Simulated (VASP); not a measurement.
Write the native input for VASP 6.6.1 that does the following.

* Task: single point
* Functional: PBEsol
* Potentials or basis: VASP PAW PBE potentials, release 64 (Cd)
* Cutoff: 520 eV
* k mesh: 18 × 18 × 8
* Occupations: gaussian, width 0.15 eV
* Spin: no spin polarisation
* Dipole correction: no
* Further INCAR settings: ALGO = Fast; EDIFF = 1e-07; NBANDS = 19

The structure of Cd lies in POSCAR:

```
Cd
1.0
    2.9788725081      0.0000000000      0.0000000000
   -1.4894362540      2.6249254038      0.0000000000
    0.0000000000      0.0000000000      5.6176500000
Cd
2
Direct
    0.3333333333      0.6666666667      0.2500000000
    0.6666666667      0.3333333333      0.7500000000
```

This cell differs from its parent crystal: strain +0.0175 x Voigt [0, 1, 0, 0, 0, 0].

These files were run (other wordings do the same):

INCAR

```
SYSTEM = Cd
ALGO = Fast ; EDIFF = 1E-7
ENCUT = 520 ; GGA = PS
ISIF = 2 ; ISMEAR = 0
LASPH = .TRUE. ; LCHARG = .FALSE.
LREAL = .FALSE. ; LWAVE = .FALSE.
NBANDS = 19 ; NELM = 60
PREC = Accurate ; SIGMA = 0.15
```

KPOINTS

```
k-points
0
G
  18 18 8
  0 0 0
```

Potentials or basis: VASP PAW PBE potentials, release 64 (Cd).

Command:

```bash
$ cat potpaw_PBE.64/Cd/POTCAR > POTCAR
$ mpirun -np 1 vasp_std > vasp.out
```

Results of the run:

The pressure is -2.1 GPa and the largest force is 0.013 eV/Å. The band gap on the k mesh is zero (bands 12 and 13 overlap by 4.37 eV).

Caveat: the cell differs from its parent crystal (strain +0.0175 x Voigt [0, 1, 0, 0, 0, 0]); the PAW data sets were made with another functional, which shifts forces and pressure a little.

It took 4.4 min on 1 thread of Intel Xeon 8259CL, on a shared host, peak memory 0.4 GiB.
